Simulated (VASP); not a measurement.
# LiBr (Fm-3m) in VASP: further runs

The runs below take LiBr through single point, with PBE.

Program: VASP 6.6.1. These are calculated values, not measurements. Logs are shortened: lines on timing, memory, paths and dates and some standing lists are left out, and cuts for length are marked.

## (1) The cell of the first run

Symmetry: Fm-3m, No. 225, cubic system. Conventional cell: a = 5.501 Å, b = 5.501 Å, c = 5.501 Å, α = 90.00°, β = 90.00°, γ = 90.00°. Li (site symmetry m-3m) has 6 Br at 2.75 Å within 3.6 Å. Within 3.6 Å of Br (site symmetry m-3m) lie 6 Li at 2.75 Å.

## (2) Single point, PBE

Input file INCAR:

```
PREC     = Accurate       # precision mode
ENCUT    = 750            # plane-wave cutoff, eV
EDIFF    = 1E-6           # SCF threshold, eV
ISMEAR   = 0              # smearing method
SIGMA    = 0.02           # smearing width, eV
LREAL    = F              # projectors in reciprocal space
LASPH    = T              # aspherical terms in the spheres
NELM     = 120            # most SCF steps
ALGO     = Normal         # electronic algorithm
ISIF     = 2              # what is computed and relaxed
LWAVE    = F              # write WAVECAR
LCHARG   = T              # write CHGCAR
GGA      = PE             # functional
LELF     = T              # ELF
LVHAR    = T            
NBANDS   = 12             # bands
GGA_COMPAT= F
```

Input file KPOINTS:

```
regular mesh
0
Gamma
  8 8 8
```

Input file POSCAR:

```
LiBr
1.0
    0.0000000000      2.7506500000      2.7506500000
    2.7506500000      0.0000000000      2.7506500000
    2.7506500000      2.7506500000      0.0000000000
Li Br
1 1
Direct
    0.0000000000      0.0000000000      0.0000000000
    0.5000000000      0.5000000000      0.5000000000
```

Potentials or basis: VASP PAW PBE potentials, release 64 (Li_sv, Br).

The run is started by

```bash
cat potpaw_PBE.64/Li_sv/POTCAR potpaw_PBE.64/Br/POTCAR > POTCAR
mpirun -np 1 vasp_std > vasp.out
```

OUTCAR:

```text
PREC = Accurate
   ENCUT = 750
   EDIFF = 1E-6
   ISMEAR = 0
   LREAL = F
   LASPH = T
   NELM = 120
   ISIF = 2
   GGA = PE

 ion  position               nearest neighbor table
   1  0.000  0.000  0.000-
   2  0.500  0.500  0.500-

  LATTYP: Found a face centered cubic cell.
 ALAT       =     5.5013000000

  Lattice vectors:

 A1 = (   0.0000000000,   2.7506500000,   2.7506500000)
 A2 = (   2.7506500000,   0.0000000000,   2.7506500000)
 A3 = (   2.7506500000,   2.7506500000,   0.0000000000)

Analysis of symmetry for initial positions (statically):
=====================================================================
 Subroutine PRICEL returns:
 Original cell was already a primitive cell.

 Routine SETGRP: Setting up the symmetry group for a
 face centered cubic supercell.

 Subroutine GETGRP returns: Found 48 space group operations
 (whereof 48 operations were pure point group operations)
 out of a pool of 48 trial point group operations.

The static configuration has the point symmetry O_h .

Analysis of symmetry for dynamics (positions and initial velocities):
=====================================================================
 Subroutine PRICEL returns:
 Original cell was already a primitive cell.

 Routine SETGRP: Setting up the symmetry group for a
 face centered cubic supercell.

 Subroutine GETGRP returns: Found 48 space group operations
 (whereof 48 operations were pure point group operations)
 out of a pool of 48 trial point group operations.

The dynamic configuration has the point symmetry O_h .

 Subroutine INISYM returns: Found 48 space group operations
 (whereof 48 operations are pure point group operations),
 and found     1 'primitive' translations

----------------------------------------------------------------------------------------

                                     Primitive cell

  volume of cell :      41.6233

  direct lattice vectors                    reciprocal lattice vectors
     0.000000000  2.750650000  2.750650000    -0.181775217  0.181775217  0.181775217
     2.750650000  0.000000000  2.750650000     0.181775217 -0.181775217  0.181775217
     2.750650000  2.750650000  0.000000000     0.181775217  0.181775217 -0.181775217

  length of vectors
     3.890006535  3.890006535  3.890006535     0.314843911  0.314843911  0.314843911

  position of ions in fractional coordinates (direct lattice)
     0.000000000  0.000000000  0.000000000
     0.500000000  0.500000000  0.500000000

  ion indices of the primitive-cell ions
   primitive index   ion index
                 1           1
                 2           2

----------------------------------------------------------------------------------------

 KPOINTS: regular mesh

Automatic generation of k-mesh.
 Grid dimensions read from file:
 generate k-points for:    8    8    8

 Generating k-lattice:

  Cartesian coordinates                     Fractional coordinates (reciprocal lattice)
    -0.022721902  0.022721902  0.022721902     0.125000000  0.000000000  0.000000000
     0.022721902 -0.022721902  0.022721902     0.000000000  0.125000000  0.000000000
     0.022721902  0.022721902 -0.022721902     0.000000000  0.000000000  0.125000000

  Length of vectors
     0.039355489  0.039355489  0.039355489

  Shift w.r.t. Gamma in fractional coordinates (k-lattice)
     0.000000000  0.000000000  0.000000000

 Subroutine IBZKPT returns following result:
 ===========================================

 Found     29 irreducible k-points:

 Following reciprocal coordinates:
            Coordinates               Weight
  0.000000  0.000000  0.000000      1.000000
  0.125000  0.000000  0.000000      8.000000
  0.250000  0.000000  0.000000      8.000000
  0.375000  0.000000  0.000000      8.000000
  0.500000  0.000000  0.000000      4.000000
  0.125000  0.125000  0.000000      6.000000
[... 16 lines left out ...]
  0.500000  0.250000  0.125000     48.000000
 -0.375000  0.250000  0.125000     24.000000
 [... further k-points ...]
   k-points           NKPTS =     29   k-points in BZ     NKDIM =     29   number of bands    NBANDS=     12
   number of dos      NEDOS =    301   number of ions     NIONS =      2
   total plane-waves  NPLWV =  46656
   dimension x,y,z NGX =    36 NGY =   36 NGZ =   36
   dimension x,y,z NGXF=    72 NGYF=   72 NGZF=   72
   ions per type =               1   1
   NGX,Y,Z   is equivalent  to a cutoff of  15.39, 15.39, 15.39 a.u.
   NGXF,Y,Z  is equivalent  to a cutoff of  30.77, 30.77, 30.77 a.u.
 SYSTEM =  unknown system
   PREC   = accura    normal or accurate (medium, high low for compatibility)
   ISTART =      0    job   : 0-new  1-cont  2-samecut
   ICHARG =      2    charge: 1-file 2-atom 10-const
   ISPIN  =      1    spin polarized calculation?
   LNONCOLLINEAR =      F non collinear calculations
   LSORBIT =      F    spin-orbit coupling
   LASPH  =      T    aspherical Exc in radial PAW
   ENCUT  =  750.0 eV  55.12 Ry    7.42 a.u.   8.69  8.69  8.69*2*pi/ulx,y,z
   NELM   =    120;   NELMIN=  2; NELMDL= -5     # of ELM steps
   EDIFF  = 0.1E-05   stopping-criterion for ELM
   LREAL  =      F    real-space projection
   EDIFFG = 0.1E-04   stopping-criterion for IOM
   NSW    =      0    number of steps for IOM
   IBRION =     -1    ionic relax: 0-MD 1-quasi-New 2-CG
   NFREE  =      0    steps in history (QN), initial steepest desc. (CG)
   ISIF   =      2    stress and relaxation
   ISYM   =      2    0-nonsym 1-usesym 2-fastsym
   POTIM  = 0.5000    time-step for ionic-motion
   TEBEG  =    0.0;   TEEND  =   0.0 temperature during run
   PSTRESS=    0.0 pullay stress
   NELECT =      10.0000    total number of electrons
   NUPDOWN=      -1.0000    fix difference up-down
   EMIN   =  10.00;   EMAX   =-10.00  energy-range for DOS
   EFERMI =   0.00;   METHOD = LEGACY
   ISMEAR =     0;   SIGMA  =   0.02  broadening in eV -4-tet -1-fermi 0-gaus
   EFERMI_NEDOS =   21; number of points for ismear=-14 and -15
   IALGO  =     38    algorithm
   IMIX   =      4    mixing-type and parameters
     AMIX     =   0.40;   BMIX     =  1.00
     AMIX_MAG =   1.60;   BMIX_MAG =  1.00
  volume/ion in A,a.u.               =      20.81       140.44
  Fermi-wavevector in a.u.,A,eV,Ry     =   1.017723  1.923217 14.092366  1.035760
  Thomas-Fermi vector in A             =   2.151140
   LORBIT       =      0    0 simple, 1 ext, 2 COOP (PROOUT), +10 PAW based schemes
   GGA     = PE    functional components
   LHFCALC =     F    Hartree Fock is set to
   AEXX    =    0.0000 exact exchange contribution
   IVDW    =     0    specifies the selected vdW correction
   LEPSILON=     F    determine dielectric tensor
   LRPA    =     F    only Hartree local field effects (RPA)
 non-spin polarized calculation
 Gauss-broadening in eV      SIGMA  =   0.02
  energy-cutoff  :      750.00
  volume of cell :       41.62
 maximum number of plane-waves:      1964
   NGX = 17   NGY = 17   NGZ = 17

 number of electron      10.0000001 magnetization

 Free energy of the ion-electron system (eV)
  ---------------------------------------------------
  ext. energy  EPLUGINS =         0.00000000
  ---------------------------------------------------
  free energy    TOTEN  =        -6.64144065 eV

  energy without entropy =       -6.64144065  energy(sigma->0) =       -6.64144065

 E-fermi :   0.5323     XC(G=0):  -8.4255

 val. band max:        0.3106724624   @ k =   0.0000   0.0000   0.0000
 cond. band min:       5.2524425884   @ k =   0.0000   0.0000   0.0000
 fundamental gap:      4.9417701260
 Fermi energy:         0.5322726538

 k-point     1 :       0.0000    0.0000    0.0000
  band No.  band energies     occupation
      1     -44.0866      2.00000
      2     -13.1212      2.00000
      3       0.3107      2.00000
      4       0.3107      2.00000
      5       0.3107      2.00000
      6       5.2524      0.00000
      7      10.8113      0.00000
      8      10.8113      0.00000
      9      10.8113      0.00000
     10      12.5513      0.00000
     11      12.5513      0.00000
     12      12.5513      0.00000

 k-point     2 :       0.1250    0.0000    0.0000
  band No.  band energies     occupation
      1     -44.0865      2.00000
      2     -13.0580      2.00000
      3      -0.2731      2.00000
      4       0.2685      2.00000
      5       0.2685      2.00000
      6       5.7777      0.00000
      7      10.0713      0.00000
      8      10.6304      0.00000
      9      10.6304      0.00000
     10      11.7222      0.00000
     11      11.7222      0.00000
     12      12.9200      0.00000

 k-point     3 :       0.2500    0.0000    0.0000
  band No.  band energies     occupation
      1     -44.0861      2.00000
      2     -12.8978      2.00000
      3      -1.3620      2.00000
      4       0.1724      2.00000
      5       0.1724      2.00000
      6       6.2802      0.00000
      7       9.5052      0.00000
      8       9.5052      0.00000
      9      10.0450      0.00000
     10      12.6567      0.00000
     11      12.6567      0.00000
     12      13.2931      0.00000

 k-point     4 :       0.3750    0.0000    0.0000
  band No.  band energies     occupation
      1     -44.0857      2.00000
      2     -12.7256      2.00000
      3      -2.2374      2.00000
      4       0.0839      2.00000
      5       0.0839      2.00000
      6       6.0868      0.00000
      7       8.6948      0.00000
      8       8.6948      0.00000
      9      11.2930      0.00000
     10      13.7742      0.00000
     11      14.4092      0.00000
     12      14.4092      0.00000

 k-point     5 :       0.5000    0.0000    0.0000
  band No.  band energies     occupation
      1     -44.0856      2.00000
      2     -12.6503      2.00000
      3      -2.5654      2.00000
      4       0.0492      2.00000
      5       0.0492      2.00000
      6       5.9358      0.00000
      7       8.4165      0.00000
      8       8.4165      0.00000
      9      12.0636      0.00000
     10      14.3456      0.00000
     11      16.0535      0.00000
     12      16.0535      0.00000
[... 228 lines left out ...]
      1     -44.0853      2.00000
      2     -12.4601      2.00000
      3      -2.5663      2.00000
      4      -0.8250      2.00000
      5      -0.8250      2.00000
      6       6.5570      0.00000
      7       7.4252      0.00000
      8      11.9337      0.00000
      9      12.7462      0.00000
     10      12.7462      0.00000
     11      16.0402      0.00000
     12      17.7824      0.00000

 k-point    22 :       0.3750    0.2500    0.1250
  band No.  band energies     occupation
      1     -44.0858      2.00000
      2     -12.7691      2.00000
      3      -1.5634      2.00000
      4      -0.5833      2.00000
      5      -0.0383      2.00000
      6       7.5126      0.00000
      7       8.4653      0.00000
      8       8.9166      0.00000
      9      10.5073      0.00000
     10      11.8511      0.00000
     11      15.0318      0.00000
     12      15.2801      0.00000

 k-point    23 :       0.5000    0.2500    0.1250
  band No.  band energies     occupation
      1     -44.0855      2.00000
      2     -12.6230      2.00000
      3      -2.0667      2.00000
      4      -0.9326      2.00000
      5      -0.2022      2.00000
      6       7.5117      0.00000
      7       8.2326      0.00000
      8       9.4499      0.00000
      9      10.3609      0.00000
     10      12.9861      0.00000
     11      15.7200      0.00000
     12      16.1079      0.00000

 k-point    24 :      -0.3750    0.2500    0.1250
  band No.  band energies     occupation
      1     -44.0854      2.00000
      2     -12.5597      2.00000
      3      -2.2839      2.00000
      4      -1.0283      2.00000
      5      -0.2958      2.00000
      6       7.3668      0.00000
      7       8.1912      0.00000
      8       9.5229      0.00000
      9      10.9850      0.00000
     10      13.8662      0.00000
     11      14.2650      0.00000
     12      16.8774      0.00000

 [... further k-points ...]
[... 5 lines left out ...]
  --------------------------------------------------------------------------------------
  -------------------------------------------------------------------------------------
  Total        0.0226037      0.0226037      0.0226037      0.0000000      0.0000000      0.0000000
  in kB        0.8700710      0.8700710      0.8700710      0.0000000      0.0000000      0.0000000
  external PRESSURE =       0.8700710 kB  Pullay stress =       0.0000000 kB

 VOLUME and BASIS-vectors are now :
 -----------------------------------------------------------------------------
  energy-cutoff  :      750.00
  volume of cell :       41.62
      direct lattice vectors                 reciprocal lattice vectors
     0.000000000  2.750650000  2.750650000    -0.181775217  0.181775217  0.181775217
     2.750650000  0.000000000  2.750650000     0.181775217 -0.181775217  0.181775217
     2.750650000  2.750650000  0.000000000     0.181775217  0.181775217 -0.181775217

 POSITION                                       TOTAL-FORCE (eV/Angst)
 -----------------------------------------------------------------------------------
      0.00000      0.00000      0.00000         0.000000      0.000000      0.000000
      2.75065      2.75065      2.75065        -0.000000     -0.000000     -0.000000
 -----------------------------------------------------------------------------------
    total drift:                                0.000000      0.000000      0.000000

  FREE ENERGIE OF THE ION-ELECTRON SYSTEM (eV)
  ---------------------------------------------------
  free  energy   TOTEN  =        -6.6414406545 eV

  energy  without entropy=       -6.6414406545  energy(sigma->0) =       -6.64144065
```

Run time: 27 s. Hardware: 1 thread of Intel Xeon 8259CL, shared host; peak memory 0.21 GiB.

What came out:

```
Free energy            : -6.6414 eV
Pressure               : 0.1 GPa
Band gap on the k mesh : 4.94 eV, direct
```

As with any semilocal functional, this PBE gap is likely too small.

## (3) Single point, PBE (volume scaled by 0.97)

Input file INCAR:

```
PREC = Accurate
ENCUT = 750
EDIFF = 1E-6
ISMEAR = 0
SIGMA = 0.02
LREAL = F
LASPH = T
NELM = 120
ALGO = Normal
ISIF = 2
LWAVE = F
LCHARG = T
GGA = PE
LELF = T
LVHAR = T
NBANDS = 12
GGA_COMPAT = F
```

Input file KPOINTS:

```
Automatic mesh
0
Gamma
  8 8 8
```

Input file POSCAR:

```
LiBr
1.0
    0.0000000000      2.7275697123      2.7275697123
    2.7275697123      0.0000000000      2.7275697123
    2.7275697123      2.7275697123      0.0000000000
Li Br
1 1
Direct
    0.0000000000      0.0000000000      0.0000000000
    0.5000000000      0.5000000000      0.5000000000
```

Potentials or basis: VASP PAW PBE potentials, release 64 (Li_sv, Br).

The run is started by

```bash
cat potpaw_PBE.64/Li_sv/POTCAR potpaw_PBE.64/Br/POTCAR > POTCAR
mpirun -np 1 vasp_std > vasp.out
```

It took 33 s on 1 thread of Intel Xeon 8259CL, shared host; peak memory 0.21 GiB.

The run converged. Its results:

```yaml
Free_energy: -6.6384 eV
Pressure: 0.8 GPa
Band_gap_on_the_k_mesh: 5.05 eV, direct
```

Levels at points of the mesh, in eV from the valence-band top:
| k point | band 2 | band 3 | band 4 | band 5 | band 6 | band 7 | band 8 | band 9 |
| --- | --- | --- | --- | --- | --- | --- | --- | --- |
| (0.00, 0.00, 0.00) | -13.52 | 0.00 | 0.00 | 0.00 | 5.05 | 10.52 | 10.52 | 10.52 |
| (0.50, 0.00, 0.00) | -13.02 | -2.98 | -0.27 | -0.27 | 5.64 | 8.11 | 8.11 | 12.01 |
| (0.50, 0.50, 0.00) | -12.81 | -3.00 | -1.19 | -1.19 | 6.28 | 7.07 | 11.83 | 12.60 |
